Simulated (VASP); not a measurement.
A run of VASP 6.6.1 is set up as follows.

INCAR

```
SYSTEM = GeW
PREC = Accurate
ENCUT = 600
EDIFF = 1E-7
ISMEAR = -1
SIGMA = 0.05
LREAL = .False.
LASPH = .True.
NELM = 60
ALGO = Normal
ISIF = 3
LWAVE = .False.
LCHARG = .False.
GGA = RP
IVDW = 13
IBRION = 2
NSW = 60
EDIFFG = -0.01
```

The input KPOINTS:

```
Automatic mesh
0
Gamma
  9 9 9
  0 0 0
```

POSCAR

```
GeW
1.0
    0.0000000000      2.5776100000      2.5776100000
    2.5776100000      0.0000000000      2.5776100000
    2.5776100000      2.5776100000      0.0000000000
Ge W
1 1
Direct
    0.5000000000      0.5000000000      0.5000000000
    0.0000000000      0.0000000000      0.0000000000
```

Potentials or basis: VASP PAW PBE potentials, release 64 (Ge_d, W_sv).

The run is started by

```bash
$ cat potpaw_PBE.64/Ge_d/POTCAR potpaw_PBE.64/W_sv/POTCAR > POTCAR
$ mpirun -np 1 vasp_std > vasp.out
```

(1) Predict the relaxed cell.

(2) Predict the relaxed volume.

(3) What does it give for the dispersion energy per atom?

Answers

(1) a = 3.612 Å, b = 3.612 Å, c = 3.612 Å, α = 60.00°, β = 60.00°, γ = 60.00°.

(2) 16.65 Å³/atom.

(3) -0.955 eV.

Caveat: the PAW data sets were made with another functional, which shifts forces and pressure a little; pairwise dispersion overbinds metals, which lowers pressure and volume.
